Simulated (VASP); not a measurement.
AlCo: single point with PBE

Crystal: AlCo.

```
Co Al
1.0
     2.81940    0.00000    0.00000
     0.00000    2.81940    0.00000
     0.00000    0.00000    2.81940
Co Al
1 1
Direct
  0.50000 0.50000 0.50000
  0.00000 0.00000 0.00000
```

```json
{"Program": "VASP 6.6.1", "Task": "single point", "Functional": "PBE", "Potentials or basis": "VASP PAW PBE potentials, release 64 (Co, Al)", "Cutoff": "600 eV", "k mesh": "9 × 9 × 9", "Occupations": "gaussian, width 0.1 eV", "Spin": "collinear spin, ferromagnetic start", "Starting moments": "[2.0, 0.0] μB"}
```

* Pressure: 6.5 GPa
* Band gap on the k mesh: zero (filled and empty bands overlap)
* Net moment: 0.00 μB per cell
* Valence electrons inside the program's atomic spheres: Co 8.51; Al 0.84

Levels at points of the mesh, in eV from the Fermi level:
Spin up:
```tsv
k point	band 3	band 4	band 5	band 6	band 7	band 8	band 9	band 10
(0.00, 0.00, 0.00)	-3.11	-0.88	-0.88	-0.88	6.13	6.13	6.13	8.87
```
Spin down:
```tsv
k point	band 2	band 3	band 4	band 5	band 6	band 7	band 8	band 9	band 10	band 11
(0.00, 0.00, 0.00)	-3.11	-3.11	-0.88	-0.88	-0.88	6.13	6.13	6.13	8.87	8.87
```

Run time: 14 s on 1 thread of Intel(R) Xeon(R) Platinum 8375C CPU @ 2.90GHz (Ice Lake), with other jobs on the host, peak memory 0.16 GiB.

Caveat: the starting moments collapsed, and a magnetic state may lie lower.
